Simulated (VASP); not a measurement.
# PbF2 (Immm) in VASP: single point with r2SCAN

Aim: the single point of PbF2 with r2SCAN.

Everything below comes from runs of VASP 6.6.1. Logs are shortened: lines on timing, memory, paths and dates and some standing lists are left out, and cuts for length are marked.

## (1) The cell of the first run

Symmetry: Immm, No. 71, orthorhombic system. Conventional cell: a = 4.074 Å, b = 4.326 Å, c = 5.940 Å, α = 90.00°, β = 90.00°, γ = 90.00°. Pb (site symmetry mmm) has 8 F at 2.52 to 2.62 Å within 3.3 Å. Within 3.3 Å of F (site symmetry mm2) lie 4 Pb at 2.52 to 2.62 Å and 6 F at 2.97 Å.

## (2) Single point, r2SCAN (strain -0.0600 x Voigt [0, 0, 0, 1, 0, 0])

The input, POSCAR:

```
PbF2
1.0
    0.0000000000      2.8807545000      2.8807545000
    2.9698500000     -0.0890955000      2.9698500000
    2.9698500000      2.9698500000     -0.0890955000
Pb F
1 2
Direct
    0.0000000000      0.0000000000      0.0000000000
    0.2500000000      0.2500000000      0.2500000000
    0.7500000000      0.7500000000      0.7500000000
```

The input, INCAR.step1:

```
SYSTEM = PbF2
PREC = Accurate ; ENCUT = 520
ISMEAR = 0 ; SIGMA = 0.05
LREAL = .FALSE. ; LASPH = .TRUE.
NELM = 60 ; NBANDS = 21
GGA = PE ; ALGO = Normal
EDIFF = 1E-4 ; LWAVE = .TRUE.
LCHARG = .FALSE.
```

The input, INCAR.step2:

```
SYSTEM = PbF2
PREC = Accurate ; ENCUT = 520
EDIFF = 1E-6 ; ISMEAR = 0
SIGMA = 0.05 ; LREAL = .FALSE.
LASPH = .TRUE. ; NELM = 60
ALGO = Normal ; ISIF = 2
LWAVE = .FALSE. ; LCHARG = .FALSE.
METAGGA = R2SCAN ; LMIXTAU = .TRUE.
NBANDS = 21 ; ISTART = 1
```

The input, KPOINTS:

```
regular mesh
0
G
  8 8 8
  0 0 0
```

Potentials or basis: VASP PAW PBE potentials, release 64 (Pb_d, F).

On the command line:

```bash
$ cat potpaw_PBE.64/Pb_d/POTCAR potpaw_PBE.64/F/POTCAR > POTCAR
$ cp INCAR.step1 INCAR
$ mpirun -np 1 vasp_std > vasp.out
$ cp INCAR.step2 INCAR
$ mpirun -np 1 vasp_std > vasp.out
```

OUTCAR:

```text
SYSTEM = PbF2
   PREC = Accurate
   ENCUT = 520
   EDIFF = 1E-6
   ISMEAR = 0
   LREAL = .FALSE.
   LASPH = .TRUE.
   NELM = 60
   ISIF = 2
   METAGGA = R2SCAN
   ISTART = 1

 ion  position               nearest neighbor table
   1  0.000  0.000  0.000-   3 2.52   2 2.52   3 2.52   2 2.52   3 2.62   2 2.62   2 2.62   3 2.62

   2  0.250  0.250  0.250-   1 2.52   1 2.52   1 2.62   1 2.62
   3  0.750  0.750  0.750-   1 2.52   1 2.52   1 2.62   1 2.62

  LATTYP: Found a body centered orthorhombic cell.
 ALAT       =     4.0740020838
 B/A-ratio  =     1.0618556701
 C/A-ratio  =     1.4579521262

  Lattice vectors:

 A1 = (  -2.9698500000,   0.0890955000,  -2.9698500000)
 A2 = (  -2.9698500000,  -0.0890955000,   2.9698500000)
 A3 = (   2.9698500000,   2.9698500000,  -0.0890955000)

Analysis of symmetry for initial positions (statically):
=====================================================================
 Subroutine PRICEL returns:
 Original cell was already a primitive cell.

 Routine SETGRP: Setting up the symmetry group for a
 body centered orthorhombic supercell.

 Subroutine GETGRP returns: Found  8 space group operations
 (whereof  8 operations were pure point group operations)
 out of a pool of  8 trial point group operations.

The static configuration has the point symmetry D_2h.

Analysis of symmetry for dynamics (positions and initial velocities):
=====================================================================
 Subroutine PRICEL returns:
 Original cell was already a primitive cell.

 Routine SETGRP: Setting up the symmetry group for a
 body centered orthorhombic supercell.

 Subroutine GETGRP returns: Found  8 space group operations
 (whereof  8 operations were pure point group operations)
 out of a pool of  8 trial point group operations.

The dynamic configuration has the point symmetry D_2h.

 Subroutine INISYM returns: Found  8 space group operations
 (whereof  8 operations are pure point group operations),
 and found     1 'primitive' translations

----------------------------------------------------------------------------------------

                                     Primitive cell

  volume of cell :      52.3411

  direct lattice vectors                    reciprocal lattice vectors
     0.000000000  2.880754500  2.880754500    -0.168358671  0.173565641  0.173565641
     2.969850000 -0.089095500  2.969850000     0.168358671 -0.163455021  0.163455021
     2.969850000  2.969850000 -0.089095500     0.168358671  0.163455021 -0.163455021

  length of vectors
     4.074002084  4.200947042  4.200947042     0.297648627  0.285971554  0.285971554

  position of ions in fractional coordinates (direct lattice)
     0.000000000  0.000000000  0.000000000
     0.250000000  0.250000000  0.250000000
     0.750000000  0.750000000  0.750000000

  ion indices of the primitive-cell ions
   primitive index   ion index
                 1           1
                 2           2
                 3           3

----------------------------------------------------------------------------------------

 KPOINTS: regular mesh

Automatic generation of k-mesh.
 Grid dimensions read from file:
 generate k-points for:    8    8    8

 Generating k-lattice:

  Cartesian coordinates                     Fractional coordinates (reciprocal lattice)
    -0.021044834  0.021695705  0.021695705     0.125000000  0.000000000  0.000000000
     0.021044834 -0.020431878  0.020431878     0.000000000  0.125000000 -0.000000000
     0.021044834  0.020431878 -0.020431878     0.000000000 -0.000000000  0.125000000

  Length of vectors
     0.037206078  0.035746444  0.035746444

  Shift w.r.t. Gamma in fractional coordinates (k-lattice)
     0.000000000  0.000000000  0.000000000

 Subroutine IBZKPT returns following result:
 ===========================================

 Found     95 irreducible k-points:

 Following reciprocal coordinates:
            Coordinates               Weight
  0.000000  0.000000  0.000000      1.000000
  0.125000 -0.000000 -0.000000      4.000000
  0.250000 -0.000000 -0.000000      4.000000
  0.375000  0.000000  0.000000      4.000000
  0.500000 -0.000000 -0.000000      2.000000
  0.000000  0.125000  0.000000      4.000000
[... 16 lines left out ...]
  0.125000  0.375000  0.000000      8.000000
  0.250000  0.375000 -0.000000      8.000000
 [... further k-points ...]
   k-points           NKPTS =     95   k-points in BZ     NKDIM =     95   number of bands    NBANDS=     21
   number of dos      NEDOS =    301   number of ions     NIONS =      3
   total plane-waves  NPLWV =  30720
   dimension x,y,z NGX =    30 NGY =   32 NGZ =   32
   dimension x,y,z NGXF=    60 NGYF=   64 NGZF=   64
   ions per type =               1   2
   NGX,Y,Z   is equivalent  to a cutoff of  12.24, 12.66, 12.66 a.u.
   NGXF,Y,Z  is equivalent  to a cutoff of  24.48, 25.33, 25.33 a.u.
 SYSTEM =  PbF2
   PREC   = accura    normal or accurate (medium, high low for compatibility)
   ISTART =      1    job   : 0-new  1-cont  2-samecut
   ICHARG =      0    charge: 1-file 2-atom 10-const
   ISPIN  =      1    spin polarized calculation?
   LNONCOLLINEAR =      F non collinear calculations
   LSORBIT =      F    spin-orbit coupling
   LASPH  =      T    aspherical Exc in radial PAW
   ENCUT  =  520.0 eV  38.22 Ry    6.18 a.u.   7.57  7.81  7.81*2*pi/ulx,y,z
   NELM   =     60;   NELMIN=  2; NELMDL=  0     # of ELM steps
   EDIFF  = 0.1E-05   stopping-criterion for ELM
   LREAL  =      F    real-space projection
   EDIFFG = 0.1E-04   stopping-criterion for IOM
   NSW    =      0    number of steps for IOM
   IBRION =     -1    ionic relax: 0-MD 1-quasi-New 2-CG
   NFREE  =      0    steps in history (QN), initial steepest desc. (CG)
   ISIF   =      2    stress and relaxation
   ISYM   =      2    0-nonsym 1-usesym 2-fastsym
   POTIM  = 0.5000    time-step for ionic-motion
   TEBEG  =    0.0;   TEEND  =   0.0 temperature during run
   PSTRESS=    0.0 pullay stress
   NELECT =      28.0000    total number of electrons
   NUPDOWN=      -1.0000    fix difference up-down
   EMIN   =  10.00;   EMAX   =-10.00  energy-range for DOS
   EFERMI =   0.00;   METHOD = LEGACY
   ISMEAR =     0;   SIGMA  =   0.05  broadening in eV -4-tet -1-fermi 0-gaus
   EFERMI_NEDOS =   21; number of points for ismear=-14 and -15
   IALGO  =     38    algorithm
   IMIX   =      4    mixing-type and parameters
     AMIX     =   0.40;   BMIX     =  1.00
     AMIX_MAG =   1.60;   BMIX_MAG =  1.00
  volume/ion in A,a.u.               =      17.45       117.74
  Fermi-wavevector in a.u.,A,eV,Ry     =   1.328964  2.511379 24.029880  1.766146
  Thomas-Fermi vector in A             =   2.458162
   LORBIT       =      0    0 simple, 1 ext, 2 COOP (PROOUT), +10 PAW based schemes
   METAGGA = R2SCAN    functional components
   LHFCALC =     F    Hartree Fock is set to
   AEXX    =    0.0000 exact exchange contribution
   IVDW    =     0    specifies the selected vdW correction
   LEPSILON=     F    determine dielectric tensor
   LRPA    =     F    only Hartree local field effects (RPA)
 non-spin polarized calculation
 Gauss-broadening in eV      SIGMA  =   0.05
  energy-cutoff  :      520.00
  volume of cell :       52.34
 maximum number of plane-waves:      1432
   NGX = 15   NGY = 15   NGZ = 15

 number of electron      28.0000007 magnetization

 Free energy of the ion-electron system (eV)
  ---------------------------------------------------
  ext. energy  EPLUGINS =         0.00000000
  ---------------------------------------------------
  free energy    TOTEN  =       -70.14189601 eV

  energy without entropy =      -70.14189601  energy(sigma->0) =      -70.14189601

 E-fermi :   1.7421     XC(G=0):  -9.9795

 val. band max:        1.4756191931   @ k =  -0.3750   0.2500   0.2500
 cond. band min:       6.3704089446   @ k =   0.5000   0.5000   0.0000
 fundamental gap:      4.8947897515
 Fermi energy:         1.7420566876

 k-point     1 :       0.0000    0.0000    0.0000
  band No.  band energies     occupation
      1     -20.9080      2.00000
      2     -20.3288      2.00000
      3     -13.4208      2.00000
      4     -13.4155      2.00000
      5     -13.4068      2.00000
      6     -13.3660      2.00000
[... 13 lines left out ...]
     20      17.3839      0.00000
     21      19.3497      0.00000

 k-point     2 :       0.1250   -0.0000   -0.0000
  band No.  band energies     occupation
      1     -20.8788      2.00000
      2     -20.3552      2.00000
      3     -13.4143      2.00000
      4     -13.4068      2.00000
      5     -13.3757      2.00000
      6     -13.3669      2.00000
[... 13 lines left out ...]
     20      16.8931      0.00000
     21      19.2076      0.00000

 k-point     3 :       0.2500   -0.0000   -0.0000
  band No.  band energies     occupation
      1     -20.8022      2.00000
      2     -20.4223      2.00000
      3     -13.4050      2.00000
      4     -13.3995      2.00000
      5     -13.3621      2.00000
      6     -13.3513      2.00000
[... 13 lines left out ...]
     20      16.3073      0.00000
     21      17.8486      0.00000
[... 457 lines left out ...]
 k-point    23 :       0.1250    0.3750    0.0000
  band No.  band energies     occupation
      1     -20.7365      2.00000
      2     -20.4819      2.00000
      3     -13.3891      2.00000
      4     -13.3856      2.00000
      5     -13.3568      2.00000
      6     -13.3437      2.00000
[... 13 lines left out ...]
     20      16.9073      0.00000
     21      17.8145      0.00000

 k-point    24 :       0.2500    0.3750   -0.0000
  band No.  band energies     occupation
      1     -20.7240      2.00000
      2     -20.4879      2.00000
      3     -13.3870      2.00000
      4     -13.3625      2.00000
      5     -13.3563      2.00000
      6     -13.3401      2.00000
[... 13 lines left out ...]
     20      17.8305      0.00000
     21      18.8386      0.00000

 [... further k-points ...]

------------------------ aborting loop because EDIFF is reached ----------------------------------------

  FORCE on cell =-STRESS in cart. coord.  units (eV):
  Direction    XX          YY          ZZ          XY          YZ          ZX
  --------------------------------------------------------------------------------------
  -------------------------------------------------------------------------------------
  Total       -0.1364599     -0.1469362     -0.1469362      0.0000000      0.6578584      0.0000000
  in kB       -4.1770832     -4.4977661     -4.4977661      0.0000000     20.1372651      0.0000000
  external PRESSURE =      -4.3908718 kB  Pullay stress =       0.0000000 kB

 VOLUME and BASIS-vectors are now :
 -----------------------------------------------------------------------------
  energy-cutoff  :      520.00
  volume of cell :       52.34
      direct lattice vectors                 reciprocal lattice vectors
     0.000000000  2.880754500  2.880754500    -0.168358671  0.173565641  0.173565641
     2.969850000 -0.089095500  2.969850000     0.168358671 -0.163455021  0.163455021
     2.969850000  2.969850000 -0.089095500     0.168358671  0.163455021 -0.163455021

 POSITION                                       TOTAL-FORCE (eV/Angst)
 -----------------------------------------------------------------------------------
      0.00000      0.00000      0.00000         0.000000      0.000000      0.000000
      1.48493      1.44038      1.44038         0.163660     -0.000000     -0.000000
      4.45477      4.32113      4.32113        -0.163660      0.000000      0.000000
 -----------------------------------------------------------------------------------
    total drift:                                0.000000     -0.000000      0.000000

  FREE ENERGIE OF THE ION-ELECTRON SYSTEM (eV)
  ---------------------------------------------------
  free  energy   TOTEN  =       -70.1418960132 eV

  energy  without entropy=      -70.1418960132  energy(sigma->0) =      -70.14189601
```

Wall time 11 min (1 thread of Oxide Virtual Turin-like, shared host); peak memory 0.21 GiB.

Results:

```yaml
Free_energy: -70.1419 eV
Pressure: -0.4 GPa
Largest_force: 0.164 eV/Å
Band_gap_on_the_k_mesh: 4.89 eV (least direct gap 5.05 eV)
```

Forces in eV/Å, atoms in the order of the input:
```
Pb   0.000  0.000  0.000
F    0.164  0.000  0.000
F   -0.164  0.000  0.000
```

Stress tensor (GPa, compression positive):
```
-0.42  0.00  0.00
 0.00 -0.45  2.01
 0.00  2.01 -0.45
```

Caveat: the cell differs from its parent crystal (strain -0.0600 x Voigt [0, 0, 0, 1, 0, 0]); the PAW data sets were made with another functional, which shifts forces and pressure a little; spin-orbit coupling is left out, which moves the levels of the heavy elements. A k mesh can miss the band edges.
